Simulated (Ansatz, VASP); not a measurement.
# One calculation of PtS2, two programs

INCAR

```
SYSTEM = PtS2
PREC     = Accurate       ! precision mode
ENCUT    = 600            ! plane-wave cutoff, eV
EDIFF    = 1E-6           ! SCF threshold, eV
ISMEAR   = -1             ! smearing method
SIGMA    = 0.05           ! smearing width, eV
LREAL    = .FALSE.        ! projectors in reciprocal space
LASPH    = .TRUE.         ! aspherical terms in the spheres
NELM     = 100            ! most SCF steps
ALGO     = Normal         ! electronic algorithm
ISIF     = 3              ! what is computed and relaxed
LWAVE    = .FALSE.        ! write WAVECAR
LCHARG   = .FALSE.        ! write CHGCAR
GGA      = CA             ! functional
IBRION   = 2              ! ionic algorithm
NSW      = 100            ! ionic steps
EDIFFG   = -0.002         ! ionic threshold
```

KPOINTS

```
Automatic mesh
0
G
  10 10 8
  0 0 0
```

File POSCAR:

```
PtS2
1.0
    3.5432000000      0.0000000000      0.0000000000
   -1.7716000000      3.0685012107      0.0000000000
    0.0000000000      0.0000000000      5.0388000000
Pt S
1 2
Direct
    0.0000000000      0.0000000000      0.0000000000
    0.3333333333      0.6666666667      0.2270000000
    0.6666666667      0.3333333333      0.7730000000
```

Input for Ansatz:

```yaml
crystal:
  lattice:
    - [3.5432, 0.0, 0.0]
    - [-1.7716, 3.06850121069, 0.0]
    - [0.0, 0.0, 5.0388]
  atoms:
    - { symbol: Pt, position: [0.0, 0.0, 0.0] }
    - { symbol: S, position: [0.333333333333, 0.666666666667, 0.227] }
    - { symbol: S, position: [0.666666666667, 0.333333333333, 0.773] }
kpoints:
  mp_grid: { grid: [10, 10, 8] }
scf:
  occupations: { method: fermi_dirac, width: 0.05 }
hamiltonian:
  xc: lda
  pseudopotentials: { kind: paw }
relax:
  f_tol: 0.002
  max_steps: 80
  cell: {}
output:
  forces: true
  stress: true
```

Alike in both runs: task relaxation of cell and atoms; functional LDA; k mesh 10 × 10 × 8; occupations fermi-dirac, width 0.05 eV; no spin polarisation.

```csv
,VASP,Ansatz
version,VASP 6.6.1,Ansatz 0.2.0
potentials or method,"VASP PAW LDA potentials, release 64 (Pt, S)","PAW with Ansatz's default frozen-core files, scalar-relativistic"
plane-wave cutoff (eV),600,420
valence electrons in the cell,22,30
```

```tsv
	VASP	Ansatz	Ansatz less VASP
relaxed volume (Å³/atom)	16.62	16.58	-0.038
relaxed length of the cell vector where the two differ most in proportion (Å)	4.537	4.527	-0.0102
```

LDA's correlation is that of Perdew and Zunger in VASP and of Perdew and Wang (1992) in Ansatz. VASP's potentials hold 22 valence electrons a cell and Ansatz's 30, so a difference there can come from the potentials and not from the codes.

Neither program's run includes spin-orbit coupling.
